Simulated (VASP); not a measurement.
The system is Ga4AsN3.

```
N As Ga
1.0
     3.19846    0.00000    0.00000
    -1.59923    2.76995    0.00000
     0.00000    0.00000   10.44618
N As Ga
3 1 4
Direct
  0.66667 0.33333 0.00000
  0.66667 0.33333 0.50000
  0.33333 0.66667 0.75000
  0.33333 0.66667 0.25000
  0.66667 0.33333 0.81250
  0.66667 0.33333 0.31250
  0.33333 0.66667 0.56250
  0.33333 0.66667 0.06250
```

* Program: VASP 6.6.1
* Task: relaxation of cell and atoms
* Functional: PBE
* Potentials or basis: VASP PAW PBE potentials, release 64 (N, As, Ga_d)
* Cutoff: 600 eV
* k mesh: 12 × 12 × 2
* Occupations: fermi-dirac, width 0.02 eV
* Spin: no spin polarisation

At the start: pressure 55.9 GPa; volume 11.57 Å³/atom.

Problem. Where does the relaxation end?

Solution. Over 26 steps the energy falls by 811.5 meV/atom and the volume is 14.32 Å³/atom (+23.8 %); space group P3m1 (No. 156, to 0.1 Å) before and after.

The path:
| step | energy change (eV) | largest force (eV/Å) | pressure (GPa) | volume (Å³) |
| --- | --- | --- | --- | --- |
| 1 | 0.0000 | 9.7306 | 55.90 | 92.55 |
| 2 | -2.4199 | 2.7240 | -17.18 | 157.82 |
| 3 | -5.6026 | 2.3667 | -3.68 | 121.47 |
| 4 | -5.6186 | 2.3219 | -2.54 | 120.13 |
| 5 | -5.6213 | 2.2921 | -1.59 | 119.12 |
| 6 | -6.0539 | 1.0662 | -2.67 | 118.32 |
| 7 | -6.1602 | 1.5263 | -3.08 | 117.71 |
| 8 | -6.4143 | 0.6315 | 2.10 | 112.41 |
| 9 | -6.4185 | 0.6190 | 3.05 | 111.62 |
| 10 | -6.4854 | 0.2628 | 0.26 | 114.25 |
| 11 | -6.4855 | 0.2425 | 0.33 | 114.19 |
| 12 | -6.4899 | 0.0723 | -0.37 | 114.87 |
| 13 | -6.4900 | 0.0816 | -0.26 | 114.80 |
| 14 | -6.4911 | 0.0695 | 0.08 | 114.52 |
| 15 | -6.4911 | 0.0717 | 0.13 | 114.49 |
| 16 | -6.4915 | 0.0273 | -0.05 | 114.59 |
| 17 | -6.4915 | 0.0280 | -0.08 | 114.61 |
| 18 | -6.4916 | 0.0203 | 0.07 | 114.52 |
| 19 | -6.4916 | 0.0198 | 0.00 | 114.54 |
| 20 | -6.4916 | 0.0202 | 0.05 | 114.53 |
| 21 | -6.4916 | 0.0139 | -0.02 | 114.57 |
| 22 | -6.4916 | 0.0147 | -0.01 | 114.57 |
| 23 | -6.4916 | 0.0095 | 0.00 | 114.56 |
| 24 | -6.4916 | 0.0069 | 0.00 | 114.56 |
| 25 | -6.4916 | 0.0062 | -0.01 | 114.57 |
| 26 | -6.4916 | 0.0038 | -0.01 | 114.57 |

Final structure:
```
N As Ga
1.0
     3.39493    0.00000    0.00000
    -1.69747    2.94010    0.00000
     0.00000    0.00000   11.47821
N As Ga
3 1 4
Direct
  0.66667 0.33333 0.97487
  0.66667 0.33333 0.52560
  0.33333 0.66667 0.74991
  0.33333 0.66667 0.24325
  0.66667 0.33333 0.80084
  0.66667 0.33333 0.35493
  0.33333 0.66667 0.57721
  0.33333 0.66667 0.02339
```

Caveat: the volume moved by over 15 % at a fixed basis, so the end points are rough.
